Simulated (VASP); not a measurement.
Set up this calculation in VASP 6.6.1, as the native input.

| Item | Value |
| --- | --- |
| Task | single point |
| Functional | r2SCAN |
| Potentials or basis | VASP PAW PBE potentials, release 64 (Sr_sv, O) |
| Cutoff | 520 eV |
| k mesh | 6 × 6 × 6, shifted |
| Occupations | gaussian, width 0.01 eV |
| Spin | no spin polarisation |
| Dipole correction | no |
| Further INCAR settings | ALGO = Normal; EDIFF = 1e-06; NBANDS = 15; ISYM = 0 |

The system is SrO.

```
CELL_PARAMETERS angstrom
0.00000 2.57989 2.57989
2.57989 0.00000 2.57989
2.57989 2.57989 0.00000
ATOMIC_POSITIONS crystal
Sr 0.50000 0.50000 0.50000
O 0.00000 0.00000 0.00000
```

The input as run:

POSCAR

```
SrO
1.0
    0.0000000000      2.5798927166      2.5798927166
    2.5798927166      0.0000000000      2.5798927166
    2.5798927166      2.5798927166      0.0000000000
Sr O
1 1
Direct
    0.5000000000      0.5000000000      0.5000000000
    0.0000000000      0.0000000000      0.0000000000
```

INCAR.step1

```
ALGO = Normal
EDIFF = 1E-4
ENCUT = 520
GGA = PE
ISMEAR = 0
ISYM = 0
LASPH = T
LCHARG = F
LREAL = F
LWAVE = T
NBANDS = 15
NELM = 80
PREC = Accurate
SIGMA = 0.01
```

INCAR.step2

```
ALGO = Normal
EDIFF = 1E-6
ENCUT = 520
ISIF = 2
ISMEAR = 0
ISTART = 1
ISYM = 0
LASPH = T
LCHARG = F
LMIXTAU = T
LREAL = F
LWAVE = F
METAGGA = R2SCAN
NBANDS = 15
NELM = 80
PREC = Accurate
SIGMA = 0.01
```

KPOINTS

```
Automatic mesh
0
Gamma
  6 6 6
  0 0 0.5
```

Potentials or basis: VASP PAW PBE potentials, release 64 (Sr_sv, O).

Run with:

```console
$ cat potpaw_PBE.64/Sr_sv/POTCAR potpaw_PBE.64/O/POTCAR > POTCAR
$ cp INCAR.step1 INCAR
$ mpirun -np 1 vasp_std > vasp.out
$ cp INCAR.step2 INCAR
$ mpirun -np 1 vasp_std > vasp.out
```

Results of the run:

```yaml
Pressure: 0.5 GPa
Band_gap_on_the_k_mesh: 4.06 eV, indirect (least direct gap 4.14 eV)
```

Caveat: the PAW data sets were made with another functional, which shifts forces and pressure a little.

Wall time 8.7 min on 1 thread of AMD EPYC 9R45 96-Core Processor (Zen 5), with other jobs on the host, peak memory 0.31 GiB.
